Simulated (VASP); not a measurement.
# PbO (P4/nmm) in VASP: single point with PBE

Aim: the single point of PbO with PBE.

All numbers are computed with VASP 6.6.1; they aren't measurements. Logs are shortened: lines on timing, memory, paths and dates and some standing lists are left out, and cuts for length are marked.

## (1) The cell of the first run

It takes space group P4/nmm (No. 129, tetragonal). Conventional cell: a = 4.094 Å, b = 4.094 Å, c = 5.173 Å, α = 90.00°, β = 90.00°, γ = 90.00°. Pb (site symmetry 4mm) has 4 O at 2.38 Å within 3.1 Å. Within 3.1 Å of O (site symmetry -4m2) lie 4 Pb at 2.38 Å and 4 O at 2.89 Å.

## (2) Single point, PBE (strain +0.030 along x and y, +0.030 along z)

Input file INCAR:

```
SYSTEM = PbO
PREC = Accurate ; ENCUT = 520
EDIFF = 1E-6 ; ISMEAR = 0
SIGMA = 0.05 ; LREAL = .FALSE.
LASPH = .TRUE. ; NELM = 100
ALGO = Normal ; ISIF = 2
LWAVE = .FALSE. ; LCHARG = .TRUE.
GGA = PE ; LELF = .TRUE.
LVHAR = .TRUE. ; NBANDS = 28
```

Input file KPOINTS:

```
regular mesh
0
G
  8 8 6
  0 0 0
```

Input file POSCAR:

```
PbO
1.0
    4.0936320000      0.0000000000      0.0000000000
    0.0000000000      4.0936320000      0.0000000000
    0.0000000000      0.0000000000      5.1726600000
Pb O
2 2
Direct
    0.0000000000      0.5000000000      0.2351000000
    0.5000000000      0.0000000000      0.7649000000
    0.0000000000      0.0000000000      0.0000000000
    0.5000000000      0.5000000000      0.0000000000
```

Potentials or basis: VASP PAW PBE potentials, release 64 (Pb_d, O).

Command:

```console
> cat potpaw_PBE.64/Pb_d/POTCAR potpaw_PBE.64/O/POTCAR > POTCAR
> mpirun -np 1 vasp_std > vasp.out
```

OUTCAR:

```text
SYSTEM = PbO
   PREC = Accurate
   ENCUT = 520
   EDIFF = 1E-6
   ISMEAR = 0
   LREAL = .FALSE.
   LASPH = .TRUE.
   NELM = 100
   ISIF = 2
   GGA = PE

 ion  position               nearest neighbor table
   1  0.000  0.500  0.235-   3 2.38   4 2.38   3 2.38   4 2.38   2 3.78   2 3.78   2 3.78   2 3.78
                             2 3.99   2 3.99   2 3.99   2 3.99
   2  0.500  0.000  0.765-   3 2.38   4 2.38   4 2.38   3 2.38   1 3.78   1 3.78   1 3.78   1 3.78
                             1 3.99   1 3.99   1 3.99   1 3.99
   3  0.000  0.000  0.000-   1 2.38   2 2.38   1 2.38   2 2.38
   4  0.500  0.500  0.000-   1 2.38   2 2.38   2 2.38   1 2.38

  LATTYP: Found a simple tetragonal cell.
 ALAT       =     4.0936320000
 C/A-ratio  =     1.2635869565

  Lattice vectors:

 A1 = (   4.0936320000,   0.0000000000,   0.0000000000)
 A2 = (   0.0000000000,   4.0936320000,   0.0000000000)
 A3 = (   0.0000000000,   0.0000000000,   5.1726600000)

Analysis of symmetry for initial positions (statically):
=====================================================================
 Subroutine PRICEL returns:
 Original cell was already a primitive cell.

 Routine SETGRP: Setting up the symmetry group for a
 simple tetragonal supercell.

 Subroutine GETGRP returns: Found 16 space group operations
 (whereof  8 operations were pure point group operations)
 out of a pool of 16 trial point group operations.

The static configuration has the point symmetry D_2d.
 The point group associated with its full space group is D_4h.

Analysis of symmetry for dynamics (positions and initial velocities):
=====================================================================
 Subroutine PRICEL returns:
 Original cell was already a primitive cell.

 Routine SETGRP: Setting up the symmetry group for a
 simple tetragonal supercell.

 Subroutine GETGRP returns: Found 16 space group operations
 (whereof  8 operations were pure point group operations)
 out of a pool of 16 trial point group operations.

The dynamic configuration has the point symmetry D_2d.
 The point group associated with its full space group is D_4h.

 Subroutine INISYM returns: Found 16 space group operations
 (whereof  8 operations are pure point group operations),
 and found     1 'primitive' translations

----------------------------------------------------------------------------------------

[... 95 lines left out ...]
   NELM   =    100;   NELMIN=  2; NELMDL= -5     # of ELM steps
   EDIFF  = 0.1E-05   stopping-criterion for ELM
   LREAL  =      F    real-space projection
   EDIFFG = 0.1E-04   stopping-criterion for IOM
   NSW    =      0    number of steps for IOM
   IBRION =     -1    ionic relax: 0-MD 1-quasi-New 2-CG
   NFREE  =      0    steps in history (QN), initial steepest desc. (CG)
   ISIF   =      2    stress and relaxation
   ISYM   =      2    0-nonsym 1-usesym 2-fastsym
   POTIM  = 0.5000    time-step for ionic-motion
   TEBEG  =    0.0;   TEEND  =   0.0 temperature during run
   PSTRESS=    0.0 pullay stress
   NELECT =      40.0000    total number of electrons
   NUPDOWN=      -1.0000    fix difference up-down
   EMIN   =  10.00;   EMAX   =-10.00  energy-range for DOS
   EFERMI =   0.00;   METHOD = LEGACY
   ISMEAR =     0;   SIGMA  =   0.05  broadening in eV -4-tet -1-fermi 0-gaus
   EFERMI_NEDOS =   21; number of points for ismear=-14 and -15
   IALGO  =     38    algorithm
   IMIX   =      4    mixing-type and parameters
     AMIX     =   0.40;   BMIX     =  1.00
     AMIX_MAG =   1.60;   BMIX_MAG =  1.00
  volume/ion in A,a.u.               =      21.67       146.24
  Fermi-wavevector in a.u.,A,eV,Ry     =   1.265079  2.390653 21.775103  1.600425
  Thomas-Fermi vector in A             =   2.398351
   LORBIT       =      0    0 simple, 1 ext, 2 COOP (PROOUT), +10 PAW based schemes
   GGA     = PE    functional components
   LHFCALC =     F    Hartree Fock is set to
   AEXX    =    0.0000 exact exchange contribution
   IVDW    =     0    specifies the selected vdW correction
   LEPSILON=     F    determine dielectric tensor
   LRPA    =     F    only Hartree local field effects (RPA)
 non-spin polarized calculation
 Gauss-broadening in eV      SIGMA  =   0.05
  energy-cutoff  :      520.00
  volume of cell :       86.68
 maximum number of plane-waves:      2356
   NGX = 15   NGY = 15   NGZ = 19

 number of electron      39.9999988 magnetization

 Free energy of the ion-electron system (eV)
  ---------------------------------------------------
  ext. energy  EPLUGINS =         0.00000000
  ---------------------------------------------------
  free energy    TOTEN  =       -21.47258844 eV

  energy without entropy =      -21.47258844  energy(sigma->0) =      -21.47258844

 E-fermi :   4.3828     XC(G=0):  -9.3945

 val. band max:        4.1426513460   @ k =   0.1250   0.0000   0.0000
 cond. band min:       5.5077209690   @ k =   0.5000   0.5000   0.0000
 fundamental gap:      1.3650696231
 Fermi energy:         4.3827648772

 k-point     1 :       0.0000    0.0000    0.0000
  band No.  band energies     occupation
      1     -13.4721      2.00000
      2     -13.1557      2.00000
      3     -11.7166      2.00000
      4     -11.7166      2.00000
      5     -11.6772      2.00000
      6     -11.6468      2.00000
[... 733 lines left out ...]
     27      13.4223      0.00000
     28      13.4223      0.00000

 [... further k-points ...]

------------------------ aborting loop because EDIFF is reached ----------------------------------------

  FORCE on cell =-STRESS in cart. coord.  units (eV):
  Direction    XX          YY          ZZ          XY          YZ          ZX
  --------------------------------------------------------------------------------------
  -------------------------------------------------------------------------------------
  Total       -1.1166793     -1.1166793     -1.0224981      0.0000000      0.0000000      0.0000000
  in kB      -20.6398966    -20.6398966    -18.8991189      0.0000000      0.0000000      0.0000000
  external PRESSURE =     -20.0596374 kB  Pullay stress =       0.0000000 kB

 VOLUME and BASIS-vectors are now :
 -----------------------------------------------------------------------------
  energy-cutoff  :      520.00
  volume of cell :       86.68
      direct lattice vectors                 reciprocal lattice vectors
     4.093632000  0.000000000  0.000000000     0.244281850  0.000000000  0.000000000
     0.000000000  4.093632000  0.000000000     0.000000000  0.244281850  0.000000000
     0.000000000  0.000000000  5.172660000     0.000000000  0.000000000  0.193324131

 POSITION                                       TOTAL-FORCE (eV/Angst)
 -----------------------------------------------------------------------------------
      0.00000      2.04682      1.21609        -0.000000     -0.000000     -0.623033
      2.04682      0.00000      3.95657         0.000000     -0.000000      0.623033
      0.00000      0.00000      0.00000        -0.000000     -0.000000     -0.000000
      2.04682      2.04682      0.00000        -0.000000      0.000000     -0.000000
 -----------------------------------------------------------------------------------
    total drift:                                0.000000      0.000000     -0.000000

  FREE ENERGIE OF THE ION-ELECTRON SYSTEM (eV)
  ---------------------------------------------------
  free  energy   TOTEN  =       -21.4725884374 eV

  energy  without entropy=      -21.4725884374  energy(sigma->0) =      -21.47258844
```

stdout:

```text
POSCAR found type information on POSCAR PbO
 POSCAR found :  2 types and       4 ions
 scaLAPACK will be used
 LDA part: xc-table for (Slater+PW92), standard interpolation
 POSCAR, INCAR and KPOINTS ok, starting setup
 FFT: planning ... GRIDC
 FFT: planning ... GRID_SOFT
 FFT: planning ... GRID
 WAVECAR not read
 entering main loop
```

It took 88 s on 1 thread of AMD EPYC 7R13 (Zen 3), shared host; peak memory 0.23 GiB.

What came out:

```yaml
Free_energy: -21.4726 eV
Pressure: -2.0 GPa
Largest_force: 0.623 eV/Å
Band_gap_on_the_k_mesh: 1.36 eV (least direct gap 2.06 eV)
```

Forces on the atoms (eV/Å):
```
Pb   0.000  0.000 -0.623
Pb   0.000  0.000  0.623
O    0.000  0.000  0.000
O    0.000  0.000  0.000
```

Caveat: the cell differs from its parent crystal (strain +0.030 along x and y, +0.030 along z); spin-orbit coupling is left out, which moves the levels of the heavy elements.
